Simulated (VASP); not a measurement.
# Cd (P6_3/mmc) in VASP: notebook

Cd is run at these levels: PBEsol; tasks: single point, relaxation of cell and atoms.

Everything below comes from runs of VASP 6.6.1. Logs are shortened: lines on timing, memory, paths and dates and some standing lists are left out, and cuts for length are marked.

### Step 1. The cell of the first run

The structure is hexagonal, space group P6_3/mmc (No. 194). The conventional cell has a = 3.057 Å, b = 3.057 Å, c = 5.078 Å, α = 90.00°, β = 90.00°, γ = 120.00°. Within 4.0 Å of Cd (site symmetry -6m2) lie 12 Cd at 3.06 to 3.09 Å.

### Step 2. Single point, PBEsol

Contents of INCAR:

```
  ALGO = Normal
  EDIFF = 1E-7
  ENCUT = 520
  GGA = PS
  ISIF = 2
  ISMEAR = -1
  LASPH = True
  LCHARG = False
  LREAL = False
  LWAVE = False
  NBANDS = 19
  NELM = 80
  PREC = Accurate
  SIGMA = 0.1
```

Contents of KPOINTS:

```
k-points
0
Gamma
  8 8 4
```

Contents of POSCAR:

```
Cd
1.0
    3.0574243870      0.0000000000      0.0000000000
   -1.5287121935      2.6478071893      0.0000000000
    0.0000000000      0.0000000000      5.0781965566
Cd
2
Direct
    0.3333333333      0.6666666667      0.2500000000
    0.6666666667      0.3333333333      0.7500000000
```

Potentials or basis: VASP PAW PBE potentials, release 64 (Cd).

The run is started by

```
> cat potpaw_PBE.64/Cd/POTCAR > POTCAR
> mpirun -np 1 vasp_std > vasp.out
```

OUTCAR:

```text
EDIFF = 1E-7
   ENCUT = 520
   GGA = PS
   ISIF = 2
   ISMEAR = -1
   LASPH = True
   LREAL = False
   NELM = 80
   PREC = Accurate

 ion  position               nearest neighbor table
   1  0.333  0.667  0.250-   2 3.09   2 3.09   2 3.09   2 3.09   2 3.09   2 3.09
   2  0.667  0.333  0.750-   1 3.09   1 3.09   1 3.09   1 3.09   1 3.09   1 3.09

  LATTYP: Found a hexagonal cell.
 ALAT       =     3.0574243870
 C/A-ratio  =     1.6609393770

  Lattice vectors:

 A1 = (   3.0574243870,   0.0000000000,   0.0000000000)
 A2 = (  -1.5287121935,   2.6478071893,   0.0000000000)
 A3 = (   0.0000000000,   0.0000000000,   5.0781965566)

Analysis of symmetry for initial positions (statically):
=====================================================================
 Subroutine PRICEL returns:
 Original cell was already a primitive cell.

 Routine SETGRP: Setting up the symmetry group for a
 hexagonal supercell.

 Subroutine GETGRP returns: Found 24 space group operations
 (whereof 12 operations were pure point group operations)
 out of a pool of 24 trial point group operations.

The static configuration has the point symmetry D_3d.
 The point group associated with its full space group is D_6h.

Analysis of symmetry for dynamics (positions and initial velocities):
=====================================================================
 Subroutine PRICEL returns:
 Original cell was already a primitive cell.

 Routine SETGRP: Setting up the symmetry group for a
 hexagonal supercell.

 Subroutine GETGRP returns: Found 24 space group operations
 (whereof 12 operations were pure point group operations)
 out of a pool of 24 trial point group operations.

The dynamic configuration has the point symmetry D_3d.
 The point group associated with its full space group is D_6h.

 Subroutine INISYM returns: Found 24 space group operations
 (whereof 12 operations are pure point group operations),
 and found     1 'primitive' translations

----------------------------------------------------------------------------------------

                                     Primitive cell

  volume of cell :      41.1104

  direct lattice vectors                    reciprocal lattice vectors
     3.057424387  0.000000000  0.000000000     0.327072684  0.188835502  0.000000000
[... 80 lines left out ...]
   ISPIN  =      1    spin polarized calculation?
   LNONCOLLINEAR =      F non collinear calculations
   LSORBIT =      F    spin-orbit coupling
   LASPH  =      T    aspherical Exc in radial PAW
   ENCUT  =  520.0 eV  38.22 Ry    6.18 a.u.   5.68  5.68  9.44*2*pi/ulx,y,z
   NELM   =     80;   NELMIN=  2; NELMDL= -5     # of ELM steps
   EDIFF  = 0.1E-06   stopping-criterion for ELM
   LREAL  =      F    real-space projection
   EDIFFG = 0.1E-05   stopping-criterion for IOM
   NSW    =      0    number of steps for IOM
   IBRION =     -1    ionic relax: 0-MD 1-quasi-New 2-CG
   NFREE  =      0    steps in history (QN), initial steepest desc. (CG)
   ISIF   =      2    stress and relaxation
   ISYM   =      2    0-nonsym 1-usesym 2-fastsym
   POTIM  = 0.5000    time-step for ionic-motion
   TEBEG  =    0.0;   TEEND  =   0.0 temperature during run
   PSTRESS=    0.0 pullay stress
   NELECT =      24.0000    total number of electrons
   NUPDOWN=      -1.0000    fix difference up-down
   EMIN   =  10.00;   EMAX   =-10.00  energy-range for DOS
   EFERMI =   0.00;   METHOD = LEGACY
   ISMEAR =    -1;   SIGMA  =   0.10  broadening in eV -4-tet -1-fermi 0-gaus
   EFERMI_NEDOS =   21; number of points for ismear=-14 and -15
   IALGO  =     38    algorithm
   IMIX   =      4    mixing-type and parameters
     AMIX     =   0.40;   BMIX     =  1.00
     AMIX_MAG =   1.60;   BMIX_MAG =  1.00
  volume/ion in A,a.u.               =      20.56       138.71
  Fermi-wavevector in a.u.,A,eV,Ry     =   1.368237  2.585593 25.471099  1.872073
  Thomas-Fermi vector in A             =   2.494219
   LORBIT       =      0    0 simple, 1 ext, 2 COOP (PROOUT), +10 PAW based schemes
   GGA     = PS    functional components
   LHFCALC =     F    Hartree Fock is set to
   AEXX    =    0.0000 exact exchange contribution
   IVDW    =     0    specifies the selected vdW correction
   LEPSILON=     F    determine dielectric tensor
   LRPA    =     F    only Hartree local field effects (RPA)
 non-spin polarized calculation
  energy-cutoff  :      520.00
  volume of cell :       41.11
 maximum number of plane-waves:      1118
 NGX is ok and might be reduce to    24
   NGX = 11   NGY = 11   NGZ = 19

 number of electron      23.9999996 magnetization

 Free energy of the ion-electron system (eV)
  ---------------------------------------------------
  ext. energy  EPLUGINS =         0.00000000
  ---------------------------------------------------
  free energy    TOTEN  =        -2.41331810 eV

  energy without entropy =       -2.40385721  energy(sigma->0) =       -2.40858766

 E-fermi :   3.1102     XC(G=0): -11.4910

 val. band max:        2.9708597799   @ k =   0.5000   0.0000   0.5000
 cond. band min:       3.4475723287   @ k =   0.2500   0.1250   0.0000
 fundamental gap:      0.4767125488
 Fermi energy:         3.1101894304

 k-point     1 :       0.0000    0.0000    0.0000
  band No.  band energies     occupation
      1      -6.7694      2.00000
      2      -6.2176      2.00000
      3      -6.1705      2.00000
      4      -6.1039      2.00000
      5      -6.1039      2.00000
      6      -6.0018      2.00000
[... 505 lines left out ...]
      6      -5.7000      2.00000
[... 11 lines left out ...]
     18      12.8959      0.00000
     19      15.5051      0.00000

 [... further k-points ...]

------------------------ aborting loop because EDIFF is reached ----------------------------------------

  FORCE on cell =-STRESS in cart. coord.  units (eV):
  Direction    XX          YY          ZZ          XY          YZ          ZX
  --------------------------------------------------------------------------------------
  -------------------------------------------------------------------------------------
  Total        0.1030346      0.1030346      0.0831482      0.0000000      0.0000000      0.0000000
  in kB        4.0155228      4.0155228      3.2404989      0.0000000      0.0000000      0.0000000
  external PRESSURE =       3.7571815 kB  Pullay stress =       0.0000000 kB

 VOLUME and BASIS-vectors are now :
 -----------------------------------------------------------------------------
  energy-cutoff  :      520.00
  volume of cell :       41.11
      direct lattice vectors                 reciprocal lattice vectors
     3.057424387  0.000000000  0.000000000     0.327072684  0.188835502  0.000000000
    -1.528712194  2.647807189  0.000000000     0.000000000  0.377671004  0.000000000
     0.000000000  0.000000000  5.078196557     0.000000000  0.000000000  0.196920302

 POSITION                                       TOTAL-FORCE (eV/Angst)
 -----------------------------------------------------------------------------------
     -0.00000      1.76520      1.26955        -0.000000      0.000000      0.000000
      1.52871      0.88260      3.80865         0.000000     -0.000000      0.000000
 -----------------------------------------------------------------------------------
    total drift:                                0.000000     -0.000000      0.000000

  FREE ENERGIE OF THE ION-ELECTRON SYSTEM (eV)
  ---------------------------------------------------
  free  energy   TOTEN  =        -2.4133181036 eV

  energy  without entropy=       -2.4038572135  energy(sigma->0) =       -2.40858766
```

OSZICAR:

```text
N       E                     dE             d eps       ncg     rms          rms(c)
DAV:   1     0.178394708387E+03    0.17839E+03   -0.13036E+04  1140   0.128E+03
DAV:   2     0.138231399456E+01   -0.17701E+03   -0.17128E+03  1182   0.338E+02
DAV:   3    -0.259601654714E+01   -0.39783E+01   -0.39714E+01  1310   0.581E+01
DAV:   4    -0.260239780272E+01   -0.63813E-02   -0.63810E-02  1246   0.222E+00
DAV:   5    -0.260241725131E+01   -0.19449E-04   -0.19449E-04  1295   0.120E-01    0.493E+00
DAV:   6    -0.242789945253E+01    0.17452E+00   -0.40033E-01  1227   0.787E+00    0.391E+00
DAV:   7    -0.241513053395E+01    0.12769E-01   -0.33339E-02  1260   0.173E+00    0.204E+00
DAV:   8    -0.241328559109E+01    0.18449E-02   -0.34284E-03  1198   0.741E-01    0.102E-01
DAV:   9    -0.241329808402E+01   -0.12493E-04   -0.12232E-05  1326   0.378E-02    0.457E-02
DAV:  10    -0.241331816532E+01   -0.20081E-04   -0.13354E-05  1204   0.392E-02    0.310E-03
DAV:  11    -0.241331810355E+01    0.61763E-07   -0.18068E-07  1097   0.467E-03
   1 F= -.24133181E+01 E0= -.24085877E+01  d E =-.946089E-02
```

Wall time 9.5 s (1 thread of Intel Xeon Platinum 8488C (Sapphire Rapids), shared host); peak memory 0.16 GiB.

What came out:

| Item | Value |
| --- | --- |
| Free energy | -2.4133 eV |
| Pressure | 0.4 GPa |
| Band gap on the k mesh | zero (band 12 reaches 4.71 eV, above the bottom of band 13 at 1.64 eV) |

Stress tensor (GPa, compression positive):
```
0.40 0.00 0.00
0.00 0.40 0.00
0.00 0.00 0.32
```

Caveat: the PAW data sets were made with another functional, which shifts forces and pressure a little.

### Step 3. Relaxation of cell and atoms, PBEsol

This run uses another cell than the first one, of 21.59 Å³/atom, 1.050 times its volume.

Contents of INCAR:

```
PREC = Accurate
ENCUT = 600
EDIFF = 1E-6
ISMEAR = -1
SIGMA = 0.1
LREAL = F
LASPH = T
NELM = 60
ALGO = Normal
ISIF = 3
LWAVE = F
LCHARG = F
GGA = PS
IBRION = 2
NSW = 80
EDIFFG = -0.03
```

Contents of KPOINTS:

```
regular mesh
0
Gamma
  8 8 4
```

Contents of POSCAR:

```
Cd
1.0
    2.9788700000      0.0000000000      0.0000000000
   -1.4894350000      2.5797770946      0.0000000000
    0.0000000000      0.0000000000      5.6176500000
Cd
2
Direct
    0.3333330000      0.6666670000      0.2500000000
    0.6666670000      0.3333330000      0.7500000000
```

Potentials or basis: VASP PAW PBE potentials, release 64 (Cd).

The run is started by

```
> cat potpaw_PBE.64/Cd/POTCAR > POTCAR
> mpirun -np 1 vasp_std > vasp.out
```

Wall time 1.8 min (1 thread of Intel Xeon Platinum 8488C (Sapphire Rapids), shared host); peak memory 0.18 GiB.

It converged, with:

```
Free energy                            : -2.4144 eV
Relaxed volume                         : 20.65 Å³/atom
Relaxed cell                           : a = 3.062 Å, b = 3.062 Å, c = 5.086 Å, α = 90.00°, β = 90.00°, γ = 120.00°
Space group after relaxing (to 0.05 Å) : P6_3/mmc (No. 194)
Energy gained by relaxing              : 17.6 meV/atom
Ionic steps                            : 14
Pressure after relaxing                : 0.0 GPa
Band gap on the k mesh                 : zero (band 12 reaches 4.67 eV, above the bottom of band 13 at 1.60 eV)
```

The path:
| step | energy change (eV) | largest force (eV/Å) | pressure (GPa) | volume (Å³) |
| --- | --- | --- | --- | --- |
| 1 | 0.0000 | 0.0000 | -1.03 | 43.17 |
| 2 | -0.0124 | 0.0000 | -0.27 | 42.30 |
| 3 | -0.0193 | 0.0000 | 0.86 | 41.30 |
| 4 | -0.0197 | 0.0000 | 1.46 | 40.91 |
| 5 | -0.0261 | 0.0000 | 0.71 | 41.12 |
| 6 | -0.0297 | 0.0000 | 0.19 | 41.28 |
| 7 | -0.0345 | 0.0000 | -0.42 | 41.58 |
| 8 | -0.0345 | 0.0000 | -0.33 | 41.49 |
| 9 | -0.0348 | 0.0000 | -0.47 | 41.53 |
| 10 | -0.0344 | 0.0000 | 0.20 | 41.22 |
| 11 | -0.0350 | 0.0000 | -0.26 | 41.42 |
| 12 | -0.0350 | 0.0000 | -0.15 | 41.40 |
| 13 | -0.0350 | 0.0000 | -0.19 | 41.41 |
| 14 | -0.0351 | 0.0000 | -0.01 | 41.30 |

Final structure:
```
CELL_PARAMETERS angstrom
3.06221 0.00000 0.00000
-1.53110 2.65195 0.00000
0.00000 0.00000 5.08617
ATOMIC_POSITIONS crystal
Cd 0.33333 0.66667 0.25000
Cd 0.66667 0.33333 0.75000
```

Levels at points of the mesh, in eV from the Fermi level:
```csv
k point,band 9,band 10,band 11,band 12,band 13,band 14,band 15,band 16
"(0.00, 0.00, 0.00)",-8.88,-8.38,-8.38,-2.68,-1.47,13.24,13.24,13.53
"(0.50, 0.00, 0.00)",-8.30,-8.23,-2.84,-2.45,2.86,3.22,4.09,5.75
"(0.00, 0.00, 0.50)",-8.55,-8.55,-7.41,-7.41,6.15,6.15,13.88,13.88
"(0.50, 0.00, 0.50)",-8.26,-8.26,-1.82,-1.82,-0.14,-0.14,9.26,9.26
```

Caveat: the PAW data sets were made with another functional, which shifts forces and pressure a little.
